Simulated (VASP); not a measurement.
Here is a VASP 6.6.1 calculation.

Contents of INCAR:

```
ALGO = Normal ; EDIFF = 1E-6
ENCUT = 520 ; ISIF = 2
ISMEAR = -1 ; LASPH = True
LCHARG = True ; LELF = True
LREAL = False ; LVHAR = True
LWAVE = False ; NBANDS = 15
NELM = 80 ; PREC = Accurate
SIGMA = 0.05
```

File KPOINTS:

```
k-points
0
Gamma
  11 11 11
```

The input POSCAR:

```
TiC
1.0
    0.0000000000      2.1942184125      2.1942184125
    2.1942184125      0.0000000000      2.1942184125
    2.1942184125      2.1942184125      0.0000000000
Ti C
1 1
Direct
    0.0000000000      0.0000000000      0.0000000000
    0.5000000000      0.5000000000      0.5000000000
```

Potentials or basis: VASP PAW LDA potentials, release 64 (Ti_sv, C).

Launch:

```console
$ cat potpaw_LDA.64/Ti_sv/POTCAR potpaw_LDA.64/C/POTCAR > POTCAR
$ mpirun -np 1 vasp_std > vasp.out
```

Task: What does it give for the pressure?

Result: -20.4 GPa.

Task: Estimate the band gap on the k mesh.

Result: Zero (band 8 reaches 9.39 eV, above the bottom of band 9 at 8.37 eV).
